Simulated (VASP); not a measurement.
Input of a VASP 6.6.1 run:

The input INCAR:

```
SYSTEM = La2O3
PREC = Accurate ; ENCUT = 520
EDIFF = 1E-7 ; ISMEAR = -1
SIGMA = 0.05 ; LREAL = .FALSE.
LASPH = .TRUE. ; NELM = 60
ALGO = Normal ; ISIF = 2
LWAVE = .FALSE. ; LCHARG = .FALSE.
GGA = PS ; NBANDS = 28
```

Contents of KPOINTS:

```
Automatic mesh
0
G
  4 4 6
  0 0 0
```

Contents of POSCAR:

```
La2O3
1.0
    6.3027971682      0.0000000000      0.0000000000
   -3.1513985841      5.4583824626      0.0000000000
    0.0000000000      0.0000000000      3.2520301252
La O
2 3
Direct
    0.6666666667      0.3333333333      0.5000000000
    0.3333333333      0.6666666667      0.5000000000
    0.5000211800      0.0000000000      0.0000000000
    0.0000000000      0.5000211800      0.0000000000
    0.4999788200      0.4999788200      0.0000000000
```

Potentials or basis: VASP PAW PBE potentials, release 64 (La, O).

Command:

```console
$ cat potpaw_PBE.64/La/POTCAR potpaw_PBE.64/O/POTCAR > POTCAR
$ mpirun -np 1 vasp_std > vasp.out
```

(1) Predict the pressure.

(2) What does it give for the band gap on the k mesh?

Answers

(1) -0.1 GPa.

(2) 1.39 eV, indirect (least direct gap 1.93 eV).

Caveat: the PAW data sets were made with another functional, which shifts forces and pressure a little; spin-orbit coupling is left out, which moves the levels of the heavy elements.
